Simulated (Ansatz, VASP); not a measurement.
## Two plane-wave programs on BF

```
CELL_PARAMETERS angstrom
3.16522 0.00000 0.00000
0.00000 3.17619 3.71472
0.00000 -3.17619 3.71472
ATOMIC_POSITIONS crystal
B 0.50000 0.74447 0.32837
B 0.50000 0.32837 0.74447
B 0.00000 0.87897 0.33536
B 0.00000 0.33536 0.87897
F 0.00000 0.60416 0.96699
F 0.00000 0.96699 0.60416
F 0.50000 0.44661 0.44661
F 0.00000 0.16720 0.16720
```

Alike in both runs: task relaxation of cell and atoms; functional PBE; k mesh 6 × 4 × 4; occupations gaussian, width 0.1 eV; no spin polarisation.

|  | VASP | Ansatz |
| --- | --- | --- |
| version | VASP 6.6.1 | Ansatz 0.2.0 |
| potentials or method | VASP PAW PBE potentials, release 64 (B, F), cutoff 600 eV | scalar-relativistic, plane waves, PAW |
| valence electrons in the cell | 40 | 40 |

|  | VASP | Ansatz | Ansatz less VASP |
| --- | --- | --- | --- |
| gap on the k mesh at the Fermi level, each at its own relaxed structure (eV) | 0.63 | 0.63 | +0.001 |
| relaxed volume (Å³/atom) | 12.01 | 12.47 | +0.456 |
| relaxed length of the cell vector where the two differ most in proportion (Å) | 5.593 | 5.714 | +0.1214 |

Noted on VASP's run: the volume moved by over 15 % at a fixed basis, so the end points are rough.
